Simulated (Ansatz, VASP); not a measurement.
## SnSe2: VASP beside Ansatz

```
Sn Se
1.0
     3.81100    0.00000    0.00000
    -1.90550    3.30042    0.00000
     0.00000    0.00000    6.13600
Sn Se
1 2
Direct
  0.00000 0.00000 0.00000
  0.33333 0.66667 0.24900
  0.66667 0.33333 0.75100
```

Alike in both runs: task single point; functional RPBE; k mesh 6 × 6 × 4; no spin polarisation.

|  | VASP | Ansatz |
| --- | --- | --- |
| version | VASP 6.6.1 | Ansatz 0.2.0 |
| potentials or method | VASP PAW PBE potentials, release 64 (Sn_d, Se), cutoff 500 eV | plane waves, PAW |
| occupations | gaussian, width 0.01 eV | fixed |
| valence electrons in the cell | 26 | 46 |

```csv
,VASP,Ansatz,Ansatz less VASP
pressure (GPa),7.5,7.4,-0.08
"traceless stress, the component that is largest in VASP (GPa)",0.94,0.94,-0.001
rms of the force components (eV/Å),0.396,0.389,-0.0075
```

VASP's potentials were made for PBE, not for RPBE. Atom by atom the forces differ by 0.007 eV/Å (rms over components). VASP's potentials hold 26 valence electrons a cell and Ansatz's 46, so a difference there can come from the potentials and not from the codes.
